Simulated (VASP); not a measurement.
Write the native input for VASP 6.6.1 that does the following.

* Task: relaxation of cell and atoms
* Functional: r2SCAN
* Potentials or basis: VASP PAW PBE potentials, release 64 (Be, C)
* Cutoff: 660 eV
* k mesh: 14 × 14 × 14
* Occupations: fermi-dirac, width 0.1 eV
* Spin: no spin polarisation
* Dipole correction: no
* Further INCAR settings: ALGO = Normal; EDIFF = 1e-07; IBRION = 2; EDIFFG = -0.002; NSW = 100; ISIF = 3

The system is Be2C.

```
Be C
1.0
     2.16500    2.16500    0.00000
    -2.16500    2.16500    0.00000
     0.00000    2.16500    2.16500
Be C
2 1
Direct
  0.25000 0.75000 0.50000
  0.75000 0.25000 0.50000
  0.00000 0.00000 0.00000
```

The input as run:

POSCAR

```
Be2C
1.0
    2.1650000000      2.1650000000      0.0000000000
   -2.1650000000      2.1650000000      0.0000000000
    0.0000000000      2.1650000000      2.1650000000
Be C
2 1
Direct
    0.2500000000      0.7500000000      0.5000000000
    0.7500000000      0.2500000000      0.5000000000
    0.0000000000      0.0000000000      0.0000000000
```

INCAR.step1

```
SYSTEM = Be2C
  ALGO = Normal
  EDIFF = 1E-5
  EDIFFG = -0.005
  ENCUT = 660
  GGA = PE
  GGA_COMPAT = .FALSE.
  IBRION = 2
  ISIF = 3
  ISMEAR = -1
  LASPH = .TRUE.
  LCHARG = .FALSE.
  LREAL = .FALSE.
  LWAVE = .TRUE.
  NELM = 120
  NELMIN = 4
  NSW = 100
  PREC = Accurate
  SIGMA = 0.1
```

INCAR.step2

```
SYSTEM = Be2C
  ALGO = Normal
  EDIFF = 1E-7
  EDIFFG = -0.002
  ENCUT = 660
  GGA_COMPAT = .FALSE.
  IBRION = 2
  ISIF = 3
  ISMEAR = -1
  ISTART = 1
  LASPH = .TRUE.
  LCHARG = .FALSE.
  LMIXTAU = .TRUE.
  LREAL = .FALSE.
  LWAVE = .FALSE.
  METAGGA = R2SCAN
  NELM = 120
  NELMIN = 4
  NSW = 100
  PREC = Accurate
  SIGMA = 0.1
```

KPOINTS

```
k-points
0
G
  14 14 14
  0 0 0
```

Potentials or basis: VASP PAW PBE potentials, release 64 (Be, C).

Command:

```sh
$ cat potpaw_PBE.64/Be/POTCAR potpaw_PBE.64/C/POTCAR > POTCAR
$ cp INCAR.step1 INCAR
$ mpirun -np 1 vasp_std > vasp.out
$ cp INCAR.step2 INCAR
$ mpirun -np 1 vasp_std > vasp.out
```

Results of the run:

```
Relaxed volume                         : 6.75 Å³/atom
Relaxed cell                           : a = 3.059 Å, b = 3.059 Å, c = 3.059 Å, α = 60.00°, β = 60.00°, γ = 90.00°
Space group after relaxing (to 0.05 Å) : Fm-3m (No. 225)
Energy gained by relaxing              : 0.0 meV/atom
Ionic steps                            : 3
Pressure after relaxing                : 0.0 GPa
Band gap on the k mesh                 : 1.52 eV, indirect (least direct gap 4.62 eV)
```

Caveat: the PAW data sets were made with another functional, which shifts forces and pressure a little.

Run time: 2.8 min on 1 thread of Intel(R) Xeon(R) Platinum 8375C CPU @ 2.90GHz (Ice Lake) (shared host), peak memory 0.17 GiB.
